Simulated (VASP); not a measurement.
A run of VASP 6.6.1 is set up as follows.

INCAR

```
  ALGO = Normal
  EDIFF = 1E-6
  ENCUT = 600
  GGA = PE
  GGA_COMPAT = False
  ISIF = 2
  ISMEAR = 0
  LASPH = True
  LCHARG = True
  LELF = True
  LREAL = False
  LVHAR = True
  LWAVE = False
  NBANDS = 15
  NELM = 120
  PREC = Accurate
  SIGMA = 0.05
```

File KPOINTS:

```
k-points
0
Gamma
  6 6 6
```

Contents of POSCAR:

```
ZrC
1.0
    0.0000000000      2.5432134504      2.5432134504
    2.5432134504      0.0000000000      2.5432134504
    2.5432134504      2.5432134504      0.0000000000
Zr C
1 1
Direct
    0.0000000000      0.0000000000      0.0000000000
    0.2500000000      0.2500000000      0.2500000000
```

Potentials or basis: VASP PAW PBE potentials, release 64 (Zr_sv, C).

Run with:

```console
$ cat potpaw_PBE.64/Zr_sv/POTCAR potpaw_PBE.64/C/POTCAR > POTCAR
$ mpirun -np 1 vasp_std > vasp.out
```

**Question.** Estimate the band gap on the k mesh.

**Answer.** 0.54 eV, indirect (least direct gap 0.58 eV).

**Question.** What does it give for the pressure?

**Answer.** 0.1 GPa.

A k mesh can miss the band edges. A hybrid or GW would open this gap; PBE tends to underestimate it.
